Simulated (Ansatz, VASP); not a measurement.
## One calculation of LaPb3, two programs

```
La Pb
1.0
     4.93849    0.00000    0.00000
     0.00000    4.93849    0.00000
     0.00000    0.00000    4.93849
La Pb
1 3
Direct
  0.00000 0.00000 0.00000
  0.00000 0.50000 0.50000
  0.50000 0.00000 0.50000
  0.50000 0.50000 0.00000
```

Change from the starting cell: volume scaled by 1.02.

Alike in both runs: task single point; functional PBEsol; k mesh 7 × 7 × 7; occupations fermi-dirac, width 0.05 eV; no spin polarisation.

```csv
,VASP,Ansatz
version,VASP 6.6.1,Ansatz 0.2.0
potentials or method,"VASP PAW PBE potentials, release 64 (La, Pb_d), cutoff 520 eV","all-electron LAPW, scalar-relativistic"
```

|  | VASP | Ansatz | Ansatz less VASP |
| --- | --- | --- | --- |
| pressure (GPa) | -1.9 | -1.8 | +0.08 |

VASP's potentials were made for PBE, not for PBEsol. Ansatz ran all-electron here, and VASP with PAW potentials.

Neither program's run includes spin-orbit coupling.
